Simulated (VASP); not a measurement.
# Rb4SbP3 (I4/mmm) in VASP: single point with PBE

Aim: the single point of Rb4SbP3 with PBE.

Everything below comes from runs of VASP 6.6.1. Logs are shortened: lines on timing, memory, paths and dates and some standing lists are left out, and cuts for length are marked.

## (1) The cell of the first run

The structure is tetragonal, space group I4/mmm (No. 139). Conventional cell: a = 7.165 Å, b = 7.165 Å, c = 14.331 Å, α = 90.00°, β = 90.00°, γ = 90.00°. Within 4.7 Å of Rb (site symmetry mmm) lie 2 Sb at 3.58 Å and 4 P at 3.58 Å. Within 4.7 Å of Rb (site symmetry 4mm) lie 5 P at 3.58 Å and 1 Sb at 3.58 Å. Within 4.7 Å of Sb (site symmetry 4/mmm) lie 6 Rb at 3.58 Å. Within 4.7 Å of P (site symmetry -4m2) lie 6 Rb at 3.58 Å. Within 4.7 Å of P (site symmetry 4/mmm) lie 6 Rb at 3.58 Å.

## (2) Single point, PBE

INCAR

```
PREC = Accurate ; ENCUT = 520
EDIFF = 1E-7 ; ISMEAR = 0
SIGMA = 0.1 ; LREAL = F
LASPH = T ; NELM = 100
ALGO = Normal ; ISIF = 2
LWAVE = F ; LCHARG = T
GGA = PE ; LELF = T
LVHAR = T ; NBANDS = 38
```

KPOINTS

```
regular mesh
0
Gamma
  4 4 4
```

POSCAR

```
Rb4SbP3
1.0
   -3.5827500000      3.5827500000      7.1655000000
    3.5827500000     -3.5827500000      7.1655000000
    3.5827500000      3.5827500000     -7.1655000000
Rb Sb P
4 1 3
Direct
    0.5000000000      0.0000000000      0.5000000000
    0.7500000000      0.7500000000      0.0000000000
    0.0000000000      0.5000000000      0.5000000000
    0.2500000000      0.2500000000      0.0000000000
    0.0000000000      0.0000000000      0.0000000000
    0.2500000000      0.7500000000      0.5000000000
    0.5000000000      0.5000000000      0.0000000000
    0.7500000000      0.2500000000      0.5000000000
```

Potentials or basis: VASP PAW PBE potentials, release 64 (Rb_sv, Sb, P).

Command:

```console
$ cat potpaw_PBE.64/Rb_sv/POTCAR potpaw_PBE.64/Sb/POTCAR potpaw_PBE.64/P/POTCAR > POTCAR
$ mpirun -np 1 vasp_std > vasp.out
```

OUTCAR:

```text
PREC = Accurate
   ENCUT = 520
   EDIFF = 1E-7
   ISMEAR = 0
   LREAL = F
   LASPH = T
   NELM = 100
   ISIF = 2
   GGA = PE

 ion  position               nearest neighbor table
   1  0.500  0.000  0.500-   5 3.58   6 3.58   7 3.58   8 3.58   7 3.58   5 3.58   2 5.07   3 5.07
                             2 5.07   2 5.07   4 5.07   3 5.07   4 5.07   4 5.07   3 5.07   2 5.07
   2  0.750  0.750  0.000-   5 3.58   6 3.58   7 3.58   8 3.58   8 3.58   6 3.58   3 5.07   4 5.07
                             1 5.07   1 5.07   3 5.07   4 5.07   1 5.07   3 5.07   4 5.07   3 5.07
   3  0.000  0.500  0.500-   5 3.58   6 3.58   7 3.58   8 3.58   5 3.58   7 3.58   4 5.07   1 5.07
                             2 5.07   2 5.07   4 5.07   1 5.07   2 5.07   4 5.07   1 5.07   4 5.07
   4  0.250  0.250  0.000-   5 3.58   6 3.58   7 3.58   8 3.58   6 3.58   8 3.58   1 5.07   2 5.07
                             1 5.07   1 5.07   3 5.07   2 5.07   3 5.07   3 5.07   2 5.07   1 5.07
   5  0.000  0.000  0.000-   1 3.58   2 3.58   3 3.58   4 3.58   3 3.58   1 3.58
   6  0.250  0.750  0.500-   1 3.58   2 3.58   3 3.58   4 3.58   4 3.58   2 3.58
   7  0.500  0.500  0.000-   1 3.58   2 3.58   3 3.58   4 3.58   1 3.58   3 3.58
   8  0.750  0.250  0.500-   1 3.58   2 3.58   3 3.58   4 3.58   2 3.58   4 3.58

  LATTYP: Found a body centered tetragonal cell.
 ALAT       =     7.1655000000
 C/A-ratio  =     2.0000000000

  Lattice vectors:

 A1 = (  -3.5827500000,   3.5827500000,   7.1655000000)
 A2 = (   3.5827500000,  -3.5827500000,   7.1655000000)
 A3 = (   3.5827500000,   3.5827500000,  -7.1655000000)

Analysis of symmetry for initial positions (statically):
=====================================================================
 Subroutine PRICEL returns:
 Original cell was already a primitive cell.

 Routine SETGRP: Setting up the symmetry group for a
 body centered tetragonal supercell.

 Subroutine GETGRP returns: Found 16 space group operations
 (whereof 16 operations were pure point group operations)
 out of a pool of 16 trial point group operations.

The static configuration has the point symmetry D_4h.

Analysis of symmetry for dynamics (positions and initial velocities):
=====================================================================
 Subroutine PRICEL returns:
 Original cell was already a primitive cell.

 Routine SETGRP: Setting up the symmetry group for a
 body centered tetragonal supercell.

 Subroutine GETGRP returns: Found 16 space group operations
 (whereof 16 operations were pure point group operations)
 out of a pool of 16 trial point group operations.

The dynamic configuration has the point symmetry D_4h.

 Subroutine INISYM returns: Found 16 space group operations
 (whereof 16 operations are pure point group operations),
 and found     1 'primitive' translations

----------------------------------------------------------------------------------------

                                     Primitive cell

  volume of cell :     367.9082

  direct lattice vectors                    reciprocal lattice vectors
    -3.582750000  3.582750000  7.165500000     0.000000000  0.139557602  0.069778801
     3.582750000 -3.582750000  7.165500000     0.139557602  0.000000000  0.069778801
     3.582750000  3.582750000 -7.165500000     0.139557602  0.139557602  0.000000000

  length of vectors
     8.775909376  8.775909376  8.775909376     0.156030143  0.156030143  0.197364254

  position of ions in fractional coordinates (direct lattice)
     0.500000000  0.000000000  0.500000000
     0.750000000  0.750000000  0.000000000
     0.000000000  0.500000000  0.500000000
     0.250000000  0.250000000  0.000000000
     0.000000000  0.000000000  0.000000000
     0.250000000  0.750000000  0.500000000
     0.500000000  0.500000000  0.000000000
     0.750000000  0.250000000  0.500000000

  ion indices of the primitive-cell ions
   primitive index   ion index
                 1           1
                 2           2
                 3           3
                 4           4
                 5           5
                 6           6
                 7           7
                 8           8

----------------------------------------------------------------------------------------

 KPOINTS: regular mesh

Automatic generation of k-mesh.
 Grid dimensions read from file:
 generate k-points for:    4    4    4

 Generating k-lattice:

  Cartesian coordinates                     Fractional coordinates (reciprocal lattice)
     0.000000000  0.034889401  0.017444700     0.250000000  0.000000000  0.000000000
     0.034889401  0.000000000  0.017444700     0.000000000  0.250000000  0.000000000
     0.034889401  0.034889401  0.000000000     0.000000000  0.000000000  0.250000000

  Length of vectors
     0.039007536  0.039007536  0.049341064

  Shift w.r.t. Gamma in fractional coordinates (k-lattice)
     0.000000000  0.000000000  0.000000000

 Subroutine IBZKPT returns following result:
 ===========================================

 Found     13 irreducible k-points:

 Following reciprocal coordinates:
            Coordinates               Weight
  0.000000  0.000000  0.000000      1.000000
  0.250000  0.000000  0.000000      8.000000
  0.500000  0.000000  0.000000      4.000000
  0.250000  0.250000  0.000000      8.000000
  0.500000  0.250000 -0.000000     16.000000
 -0.250000  0.250000  0.000000      4.000000
  0.500000  0.500000  0.000000      2.000000
  0.250000  0.250000  0.250000      2.000000
 -0.250000  0.250000  0.250000      4.000000
  0.500000  0.500000  0.250000      4.000000
 -0.250000  0.500000  0.250000      8.000000
 -0.250000 -0.250000  0.250000      2.000000
  0.500000  0.500000  0.500000      1.000000
   k-points           NKPTS =     13   k-points in BZ     NKDIM =     13   number of bands    NBANDS=     38
   number of dos      NEDOS =    301   number of ions     NIONS =      8
   total plane-waves  NPLWV = 343000
   dimension x,y,z NGX =    70 NGY =   70 NGZ =   70
   dimension x,y,z NGXF=   140 NGYF=  140 NGZF=  140
   ions per type =               4   1   3
   NGX,Y,Z   is equivalent  to a cutoff of  13.26, 13.26, 13.26 a.u.
   NGXF,Y,Z  is equivalent  to a cutoff of  26.52, 26.52, 26.52 a.u.
 SYSTEM =  unknown system
   PREC   = accura    normal or accurate (medium, high low for compatibility)
   ISTART =      0    job   : 0-new  1-cont  2-samecut
   ICHARG =      2    charge: 1-file 2-atom 10-const
   ISPIN  =      1    spin polarized calculation?
   LNONCOLLINEAR =      F non collinear calculations
   LSORBIT =      F    spin-orbit coupling
   LASPH  =      T    aspherical Exc in radial PAW
   ENCUT  =  520.0 eV  38.22 Ry    6.18 a.u.  16.32 16.32 16.32*2*pi/ulx,y,z
   NELM   =    100;   NELMIN=  2; NELMDL= -5     # of ELM steps
   EDIFF  = 0.1E-06   stopping-criterion for ELM
   LREAL  =      F    real-space projection
   EDIFFG = 0.1E-05   stopping-criterion for IOM
   NSW    =      0    number of steps for IOM
   IBRION =     -1    ionic relax: 0-MD 1-quasi-New 2-CG
   NFREE  =      0    steps in history (QN), initial steepest desc. (CG)
   ISIF   =      2    stress and relaxation
   ISYM   =      2    0-nonsym 1-usesym 2-fastsym
   POTIM  = 0.5000    time-step for ionic-motion
   TEBEG  =    0.0;   TEEND  =   0.0 temperature during run
   PSTRESS=    0.0 pullay stress
   NELECT =      56.0000    total number of electrons
   NUPDOWN=      -1.0000    fix difference up-down
   EMIN   =  10.00;   EMAX   =-10.00  energy-range for DOS
   EFERMI =   0.00;   METHOD = LEGACY
   ISMEAR =     0;   SIGMA  =   0.10  broadening in eV -4-tet -1-fermi 0-gaus
   EFERMI_NEDOS =   21; number of points for ismear=-14 and -15
   IALGO  =     38    algorithm
   IMIX   =      4    mixing-type and parameters
     AMIX     =   0.40;   BMIX     =  1.00
     AMIX_MAG =   1.60;   BMIX_MAG =  1.00
  volume/ion in A,a.u.               =      45.99       310.35
  Fermi-wavevector in a.u.,A,eV,Ry     =   0.874093  1.651796 10.395377  0.764039
  Thomas-Fermi vector in A             =   1.993576
   LORBIT       =      0    0 simple, 1 ext, 2 COOP (PROOUT), +10 PAW based schemes
   GGA     = PE    functional components
   LHFCALC =     F    Hartree Fock is set to
   AEXX    =    0.0000 exact exchange contribution
   IVDW    =     0    specifies the selected vdW correction
   LEPSILON=     F    determine dielectric tensor
   LRPA    =     F    only Hartree local field effects (RPA)
 non-spin polarized calculation
 Gauss-broadening in eV      SIGMA  =   0.10
  energy-cutoff  :      520.00
  volume of cell :      367.91
 maximum number of plane-waves:      9962
 NGX is ok and might be reduce to    70
   NGX = 33   NGY = 33   NGZ = 33

 number of electron      56.0000001 magnetization

 Free energy of the ion-electron system (eV)
  ---------------------------------------------------
  ext. energy  EPLUGINS =         0.00000000
  ---------------------------------------------------
  free energy    TOTEN  =       -17.98889001 eV

  energy without entropy =      -17.77090615  energy(sigma->0) =      -17.87989808

 E-fermi :  -0.1949     XC(G=0):  -7.0204

 val. band max:       -0.1963828703   @ k =   0.5000   0.5000   0.2500
 cond. band min:      -0.1917621192   @ k =   0.5000   0.5000   0.0000
 fundamental gap:      0.0046207511
 Fermi energy:        -0.1949430159

 k-point     1 :       0.0000    0.0000    0.0000
  band No.  band energies     occupation
      1     -26.3356      2.00000
      2     -26.3321      2.00000
      3     -26.2978      2.00000
      4     -26.2952      2.00000
      5     -10.5603      2.00000
      6     -10.5603      2.00000
[... 30 lines left out ...]
     37       4.9047      0.00000
     38       5.0461      0.00000

 k-point     2 :       0.2500    0.0000    0.0000
  band No.  band energies     occupation
      1     -26.3350      2.00000
      2     -26.3326      2.00000
      3     -26.2975      2.00000
      4     -26.2956      2.00000
      5     -10.6138      2.00000
      6     -10.5573      2.00000
[... 443 lines left out ...]
 k-point    13 :       0.5000    0.5000    0.5000
  band No.  band energies     occupation
      1     -26.3353      2.00000
      2     -26.3321      2.00000
      3     -26.2981      2.00000
      4     -26.2952      2.00000
      5     -10.5681      2.00000
      6     -10.5681      2.00000
[... 30 lines left out ...]
     37       4.2305      0.00000
     38       4.2996      0.00000

------------------------ aborting loop because EDIFF is reached ----------------------------------------

  FORCE on cell =-STRESS in cart. coord.  units (eV):
  Direction    XX          YY          ZZ          XY          YZ          ZX
  --------------------------------------------------------------------------------------
  -------------------------------------------------------------------------------------
  Total       -0.6325151     -0.6325151     -0.6875456      0.0000000      0.0000000      0.0000000
  in kB       -2.7544949     -2.7544949     -2.9941432      0.0000000      0.0000000      0.0000000
  external PRESSURE =      -2.8343776 kB  Pullay stress =       0.0000000 kB

 VOLUME and BASIS-vectors are now :
 -----------------------------------------------------------------------------
  energy-cutoff  :      520.00
  volume of cell :      367.91
      direct lattice vectors                 reciprocal lattice vectors
    -3.582750000  3.582750000  7.165500000     0.000000000  0.139557602  0.069778801
     3.582750000 -3.582750000  7.165500000     0.139557602  0.000000000  0.069778801
     3.582750000  3.582750000 -7.165500000     0.139557602  0.139557602  0.000000000

 POSITION                                       TOTAL-FORCE (eV/Angst)
 -----------------------------------------------------------------------------------
      0.00000      3.58275      0.00000         0.000000      0.000000     -0.000000
      0.00000      0.00000     10.74825        -0.000000     -0.000000     -0.307626
      3.58275      0.00000      0.00000         0.000000      0.000000     -0.000000
      0.00000      0.00000      3.58275        -0.000000     -0.000000      0.307626
      0.00000      0.00000      0.00000         0.000000      0.000000     -0.000000
      3.58275      0.00000      3.58275         0.000000      0.000000     -0.000000
      0.00000      0.00000      7.16550         0.000000      0.000000     -0.000000
      0.00000      3.58275      3.58275         0.000000      0.000000      0.000000
 -----------------------------------------------------------------------------------
    total drift:                                0.000000      0.000000     -0.000000

  FREE ENERGIE OF THE ION-ELECTRON SYSTEM (eV)
  ---------------------------------------------------
  free  energy   TOTEN  =       -17.9888900122 eV

  energy  without entropy=      -17.7709061511  energy(sigma->0) =      -17.87989808
```

It took 9.6 min on 1 thread of Intel Xeon Platinum 8259CL at 2.50GHz (Skylake/Cascade Lake), shared host; peak memory 0.78 GiB.

Results:

- Free energy: -17.9889 eV
- Pressure: -0.3 GPa
- Largest force: 0.308 eV/Å
- Band gap on the k mesh: zero (bands 28 and 29 overlap by 0.19 eV)

Forces in eV/Å, atoms in the order of the input:
```
Rb   0.000  0.000  0.000
Rb   0.000  0.000 -0.308
Rb   0.000  0.000  0.000
Rb   0.000  0.000  0.308
Sb   0.000  0.000  0.000
P    0.000  0.000  0.000
P    0.000  0.000  0.000
P    0.000  0.000  0.000
```

Levels at points of the mesh, in eV from the Fermi level:
```
           k point  band 25  band 26  band 27  band 28  band 29  band 30  band 31  band 32
(0.00, 0.00, 0.00)    -0.28    -0.26    -0.26     0.12     0.12     0.45     0.47     0.47
(0.50, 0.00, 0.00)    -0.24    -0.21    -0.08    -0.07     0.07     0.11     0.12     0.17
(0.50, 0.50, 0.00)    -0.08    -0.07    -0.05    -0.05    -0.03    -0.03    -0.03     0.00
(0.50, 0.50, 0.50)     0.09     0.11     0.11     0.15     0.21     0.21     0.31     0.31
```

Caveat: semilocal functionals underestimate gaps, and a narrow one can read as zero; spin-orbit coupling is left out, which moves the levels of the heavy elements.
